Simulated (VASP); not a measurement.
# C in VASP: a series of runs

The runs below take C through single point, with PBE+D3(BJ).

Program: VASP 6.6.1. These are calculated values, not measurements. Logs are shortened: lines on timing, memory, paths and dates and some standing lists are left out, and cuts for length are marked.

### 1 The cell of the first run

The cell holds a slab with vacuum, 6 atoms: a = 2.465 Å, b = 2.465 Å, c = 21.738 Å, α = 90.00°, β = 90.00°, γ = 120.00°.

### 2 Single point, PBE+D3(BJ)

INCAR reads:

```
PREC = Accurate
ENCUT = 520
EDIFF = 1E-7
ISMEAR = 0
SIGMA = 0.1
LREAL = False
LASPH = True
NELM = 60
ALGO = Normal
ISIF = 2
LWAVE = False
LCHARG = True
LDIPOL = True
IDIPOL = 3
DIPOL = 0.5 0.5 0.500
GGA = PE
IVDW = 12
LELF = True
LVHAR = True
LVACPOTAV = True
NBANDS = 21
```

KPOINTS reads:

```
Automatic mesh
0
Gamma
  15 15 1
```

POSCAR reads:

```
C
1.0
    2.4649796689      0.0000000000      0.0000000000
   -1.2324898345      2.1347350131      0.0000000000
    0.0000000000      0.0000000000     21.7384333923
C
6
Direct
    0.0000000000      0.0000000000      0.3450110732
    0.3333333333      0.6666666667      0.3450110624
    0.0000000000      0.0000000000      0.5000000054
    0.6666666667      0.3333333333      0.4999999946
    0.0000000000      0.0000000000      0.6549889376
    0.3333333333      0.6666666667      0.6549889268
```

Potentials or basis: VASP PAW PBE potentials, release 64 (C).

Run with:

```sh
$ cat potpaw_PBE.64/C/POTCAR > POTCAR
$ mpirun -np 1 vasp_std > vasp.out
```

OUTCAR:

```text
PREC = Accurate
   ENCUT = 520
   EDIFF = 1E-7
   ISMEAR = 0
   LREAL = False
   LASPH = True
   NELM = 60
   ISIF = 2
   GGA = PE
   IVDW = 12
 IVDW          = 12

 ion  position               nearest neighbor table
   1  0.000  0.000  0.345-   2 1.42   2 1.42   2 1.42
   2  0.333  0.667  0.345-   1 1.42   1 1.42   1 1.42
   3  0.000  0.000  0.500-   4 1.42   4 1.42   4 1.42
   4  0.667  0.333  0.500-   3 1.42   3 1.42   3 1.42
   5  0.000  0.000  0.655-   6 1.42   6 1.42   6 1.42
   6  0.333  0.667  0.655-   5 1.42   5 1.42   5 1.42

  LATTYP: Found a hexagonal cell.
 ALAT       =     2.4649796689
 C/A-ratio  =     8.8189098136

  Lattice vectors:

 A1 = (   2.4649796689,   0.0000000000,   0.0000000000)
 A2 = (  -1.2324898345,   2.1347350131,   0.0000000000)
 A3 = (   0.0000000000,   0.0000000000,  21.7384333923)

Analysis of symmetry for initial positions (statically):
=====================================================================
 Subroutine PRICEL returns:
 Original cell was already a primitive cell.

 Routine SETGRP: Setting up the symmetry group for a
 hexagonal supercell.

 Subroutine GETGRP returns: Found 12 space group operations
 (whereof 12 operations were pure point group operations)
 out of a pool of 24 trial point group operations.

The static configuration has the point symmetry D_3h.

Analysis of symmetry for dynamics (positions and initial velocities):
=====================================================================
 Subroutine PRICEL returns:
 Original cell was already a primitive cell.

 Routine SETGRP: Setting up the symmetry group for a
 hexagonal supercell.

 Subroutine GETGRP returns: Found 12 space group operations
 (whereof 12 operations were pure point group operations)
 out of a pool of 24 trial point group operations.

The dynamic configuration has the point symmetry D_3h.

 Subroutine INISYM returns: Found 12 space group operations
 (whereof 12 operations are pure point group operations),
 and found     1 'primitive' translations

----------------------------------------------------------------------------------------

                                     Primitive cell

  volume of cell :     114.3893

  direct lattice vectors                    reciprocal lattice vectors
     2.464979669  0.000000000  0.000000000     0.405682859  0.234221108  0.000000000
    -1.232489834  2.134735013  0.000000000     0.000000000  0.468442216  0.000000000
     0.000000000  0.000000000 21.738433392     0.000000000  0.000000000  0.046001475

  length of vectors
     2.464979669  2.464979669 21.738433392     0.468442216  0.468442216  0.046001475

  position of ions in fractional coordinates (direct lattice)
     0.000000000  0.000000000  0.345011073
     0.333333333  0.666666667  0.345011062
     0.000000000  0.000000000  0.500000005
     0.666666667  0.333333333  0.499999995
     0.000000000  0.000000000  0.654988938
     0.333333333  0.666666667  0.654988927

  ion indices of the primitive-cell ions
   primitive index   ion index
                 1           1
                 2           2
                 3           3
                 4           4
                 5           5
                 6           6

----------------------------------------------------------------------------------------

 KPOINTS: Automatic mesh

Automatic generation of k-mesh.
 Grid dimensions read from file:
 generate k-points for:   15   15    1

 Generating k-lattice:

  Cartesian coordinates                     Fractional coordinates (reciprocal lattice)
     0.027045524  0.015614741  0.000000000     0.066666667  0.000000000  0.000000000
     0.000000000  0.031229481  0.000000000     0.000000000  0.066666667  0.000000000
     0.000000000  0.000000000  0.046001475     0.000000000  0.000000000  1.000000000

  Length of vectors
     0.031229481  0.031229481  0.046001475

  Shift w.r.t. Gamma in fractional coordinates (k-lattice)
     0.000000000  0.000000000  0.000000000

 Subroutine IBZKPT returns following result:
 ===========================================

 Found     27 irreducible k-points:

 Following reciprocal coordinates:
            Coordinates               Weight
  0.000000  0.000000  0.000000      1.000000
  0.066667  0.000000  0.000000      6.000000
  0.133333 -0.000000  0.000000      6.000000
  0.200000 -0.000000  0.000000      6.000000
  0.266667 -0.000000  0.000000      6.000000
  0.333333 -0.000000  0.000000      6.000000
[... 16 lines left out ...]
  0.333333  0.200000  0.000000     12.000000
  0.400000  0.200000  0.000000      6.000000
 [... further k-points ...]
   k-points           NKPTS =     27   k-points in BZ     NKDIM =     27   number of bands    NBANDS=     21
   number of dos      NEDOS =    301   number of ions     NIONS =      6
   total plane-waves  NPLWV =  52488
   dimension x,y,z NGX =    18 NGY =   18 NGZ =  162
   dimension x,y,z NGXF=    36 NGYF=   36 NGZF=  324
   ions per type =               6
   NGX,Y,Z   is equivalent  to a cutoff of  12.14, 12.14, 12.39 a.u.
   NGXF,Y,Z  is equivalent  to a cutoff of  24.28, 24.28, 24.78 a.u.
 SYSTEM =  unknown system
   PREC   = accura    normal or accurate (medium, high low for compatibility)
   ISTART =      0    job   : 0-new  1-cont  2-samecut
   ICHARG =      2    charge: 1-file 2-atom 10-const
   ISPIN  =      1    spin polarized calculation?
   LNONCOLLINEAR =      F non collinear calculations
   LSORBIT =      F    spin-orbit coupling
   LASPH  =      T    aspherical Exc in radial PAW
   ENCUT  =  520.0 eV  38.22 Ry    6.18 a.u.   4.58  4.58 40.42*2*pi/ulx,y,z
   NELM   =     60;   NELMIN=  2; NELMDL= -5     # of ELM steps
   EDIFF  = 0.1E-06   stopping-criterion for ELM
   LREAL  =      F    real-space projection
   EDIFFG = 0.1E-05   stopping-criterion for IOM
   NSW    =      0    number of steps for IOM
   IBRION =     -1    ionic relax: 0-MD 1-quasi-New 2-CG
   NFREE  =      0    steps in history (QN), initial steepest desc. (CG)
   ISIF   =      2    stress and relaxation
   ISYM   =      2    0-nonsym 1-usesym 2-fastsym
   POTIM  = 0.5000    time-step for ionic-motion
   TEBEG  =    0.0;   TEEND  =   0.0 temperature during run
   PSTRESS=    0.0 pullay stress
   NELECT =      24.0000    total number of electrons
   NUPDOWN=      -1.0000    fix difference up-down
   EMIN   =  10.00;   EMAX   =-10.00  energy-range for DOS
   EFERMI =   0.00;   METHOD = LEGACY
   ISMEAR =     0;   SIGMA  =   0.10  broadening in eV -4-tet -1-fermi 0-gaus
   EFERMI_NEDOS =   21; number of points for ismear=-14 and -15
   IALGO  =     38    algorithm
   IMIX   =      4    mixing-type and parameters
     AMIX     =   0.40;   BMIX     =  1.00
     AMIX_MAG =   1.60;   BMIX_MAG =  1.00
  volume/ion in A,a.u.               =      19.06       128.66
  Fermi-wavevector in a.u.,A,eV,Ry     =   0.972785  1.838297 12.875330  0.946310
  Thomas-Fermi vector in A             =   2.103111
   LORBIT       =      0    0 simple, 1 ext, 2 COOP (PROOUT), +10 PAW based schemes
   GGA     = PE    functional components
   LHFCALC =     F    Hartree Fock is set to
   AEXX    =    0.0000 exact exchange contribution
   IVDW    =    12    specifies the selected vdW correction
   LEPSILON=     F    determine dielectric tensor
   LRPA    =     F    only Hartree local field effects (RPA)
 non-spin polarized calculation
 Gauss-broadening in eV      SIGMA  =   0.10
  energy-cutoff  :      520.00
  volume of cell :      114.39
 maximum number of plane-waves:      3122
   NGX =  9   NGY =  9   NGZ = 81

 dipolmoment           0.000000      0.000000      0.000000 electrons x Angstroem

 number of electron      23.9999992 magnetization

 dipolmoment           0.000000      0.000000     -0.000000 electrons x Angstroem

 Free energy of the ion-electron system (eV)
  ---------------------------------------------------
  ext. energy  EPLUGINS =         0.00000000
  ---------------------------------------------------
  free energy    TOTEN  =       -55.29658833 eV

  energy without entropy =      -55.29459392  energy(sigma->0) =      -55.29559113

 E-fermi :  -0.1270     XC(G=0):  -5.1686

 val. band max:       -0.1316198453   @ k =   0.3333   0.3333   0.0000
 cond. band min:      -0.1250465084   @ k =   0.3333   0.3333   0.0000
 fundamental gap:      0.0065733369
 Fermi energy:        -0.1270105148

 k-point     1 :       0.0000    0.0000    0.0000
  band No.  band energies     occupation
      1     -19.7407      2.00000
      2     -19.6419      2.00000
      3     -19.5351      2.00000
      4      -8.3826      2.00000
      5      -7.7471      2.00000
      6      -7.0318      2.00000
[... 13 lines left out ...]
     20       8.2064      0.00000
     21       8.2080      0.00000

 k-point     2 :       0.0667    0.0000    0.0000
  band No.  band energies     occupation
      1     -19.6349      2.00000
      2     -19.5367      2.00000
      3     -19.4306      2.00000
      4      -8.2547      2.00000
      5      -7.6217      2.00000
      6      -6.9096      2.00000
[... 13 lines left out ...]
     20       8.2620      0.00000
     21       8.3466      0.00000

 k-point     3 :       0.1333   -0.0000    0.0000
  band No.  band energies     occupation
      1     -19.3182      2.00000
      2     -19.2220      2.00000
      3     -19.1178      2.00000
      4      -7.8728      2.00000
      5      -7.2474      2.00000
      6      -6.5452      2.00000
[... 13 lines left out ...]
     20       8.3320      0.00000
     21       8.5648      0.00000
[... 457 lines left out ...]
 k-point    23 :       0.3333    0.2000    0.0000
  band No.  band energies     occupation
      1     -14.7799      2.00000
      2     -14.7137      2.00000
      3     -14.6398      2.00000
      4     -11.8052      2.00000
      5     -11.7606      2.00000
      6     -11.7078      2.00000
[... 13 lines left out ...]
     20      10.7484      0.00000
     21      11.1275      0.00000

 k-point    24 :       0.4000    0.2000    0.0000
  band No.  band energies     occupation
      1     -13.8210      2.00000
      2     -13.7855      2.00000
      3     -13.7483      2.00000
      4     -12.8143      2.00000
      5     -12.7980      2.00000
      6     -12.7676      2.00000
[... 13 lines left out ...]
     20      11.2829      0.00000
     21      11.4925      0.00000

 [... further k-points ...]

------------------------ aborting loop because EDIFF is reached ----------------------------------------

 Edisp (eV)   -0.78702

 E8    (eV) :    -0.2310

  FORCE on cell =-STRESS in cart. coord.  units (eV):
  Direction    XX          YY          ZZ          XY          YZ          ZX
  --------------------------------------------------------------------------------------
  -------------------------------------------------------------------------------------
  Total       0.27442     0.27442     0.00858    -0.00000    -0.00000     0.00000
  in kB       3.84361     3.84361     0.12020    -0.00000    -0.00000     0.00000
  external pressure =        2.60 kB  Pullay stress =        0.00 kB

 VOLUME and BASIS-vectors are now :
 -----------------------------------------------------------------------------
  energy-cutoff  :      520.00
  volume of cell :      114.39
      direct lattice vectors                 reciprocal lattice vectors
     2.464979669  0.000000000  0.000000000     0.405682859  0.234221108  0.000000000
    -1.232489834  2.134735013  0.000000000     0.000000000  0.468442216  0.000000000
     0.000000000  0.000000000 21.738433392     0.000000000  0.000000000  0.046001475

 POSITION                                       TOTAL-FORCE (eV/Angst)
 -----------------------------------------------------------------------------------
      0.00000      0.00000      7.50000         0.000000      0.000000      0.004739
     -0.00000      1.42316      7.50000         0.000000     -0.000000     -0.011482
      0.00000      0.00000     10.86922        -0.000000     -0.000000      0.000000
      1.23249      0.71158     10.86922         0.000000      0.000000      0.000000
      0.00000      0.00000     14.23843        -0.000000      0.000000     -0.004739
     -0.00000      1.42316     14.23843        -0.000000      0.000000      0.011482
 -----------------------------------------------------------------------------------
    total drift:                                0.000000     -0.000000      0.000000

  FREE ENERGIE OF THE ION-ELECTRON SYSTEM (eV)
  ---------------------------------------------------
  free  energy   TOTEN  =       -56.0836034244 eV

  energy  without entropy=      -56.0816090214  energy(sigma->0) =      -56.08260622

 vacuum level on the upper side and lower side of the slab         4.153         4.153
```

Run time: 67 s. Hardware: 1 thread of Intel Xeon Platinum 8559C (Emerald Rapids), shared host; peak memory 0.23 GiB.

Results:

- Free energy: -56.0836 eV
- Largest force: 0.011 eV/Å
- Dispersion energy per atom: -0.131 eV

Forces in eV/Å, atoms in the order of the input:
```
C    0.000  0.000  0.005
C    0.000  0.000 -0.011
C    0.000  0.000  0.000
C    0.000  0.000  0.000
C    0.000  0.000 -0.005
C    0.000  0.000  0.011
```

Levels at points of the mesh, in eV from the Fermi level:
```tsv
k point	band 8	band 9	band 10	band 11	band 12	band 13	band 14	band 15	band 16	band 17
(0.00, 0.00, 0.00)	-3.03	-3.02	-3.02	-3.01	-3.01	3.49	3.71	4.67	5.76	6.00
```

### 3 Single point, PBE+D3(BJ)

INCAR reads:

```
SYSTEM = C
PREC     = Accurate       ! precision mode
ENCUT    = 520            ! plane-wave cutoff, eV
EDIFF    = 1E-6           ! SCF threshold, eV
ISMEAR   = 0              ! smearing method
SIGMA    = 0.1            ! smearing width, eV
LREAL    = .False.        ! projectors in reciprocal space
LASPH    = .True.         ! aspherical terms in the spheres
NELM     = 60             ! most SCF steps
ALGO     = Normal         ! electronic algorithm
ISIF     = 2              ! what is computed and relaxed
LWAVE    = .False.        ! write WAVECAR
LCHARG   = .False.        ! write CHGCAR
LDIPOL   = .True.       
IDIPOL   = 3            
DIPOL    = 0.5 0.5 0.500
GGA      = PE             ! functional
IVDW     = 12             ! dispersion correction
NBANDS   = 21             ! bands
```

KPOINTS reads:

```
Automatic mesh
0
Gamma
  15 15 1
  0 0 0
```

POSCAR is that of step 2.

Potentials or basis: VASP PAW PBE potentials, release 64 (C).

Run with:

```sh
$ cat potpaw_PBE.64/C/POTCAR > POTCAR
$ mpirun -np 1 vasp_std > vasp.out
```

Wall time 61 s (1 thread of Intel Xeon Platinum 8559C (Emerald Rapids), shared host); peak memory 0.23 GiB.

It converged, with:

- Free energy: -56.0836 eV
- Largest force: 0.012 eV/Å
- Dispersion energy per atom: -0.131 eV

Forces in eV/Å, atoms in the order of the input:
```
C    0.000  0.000  0.005
C    0.000  0.000 -0.012
C    0.000  0.000  0.000
C    0.000  0.000  0.000
C    0.000  0.000 -0.005
C    0.000  0.000  0.012
```

Levels at points of the mesh, in eV from the Fermi level:
```csv
k point,band 10,band 11,band 12,band 13,band 14,band 15
"(0.00, 0.00, 0.00)",-3.02,-3.01,-3.01,3.49,3.72,4.64
```
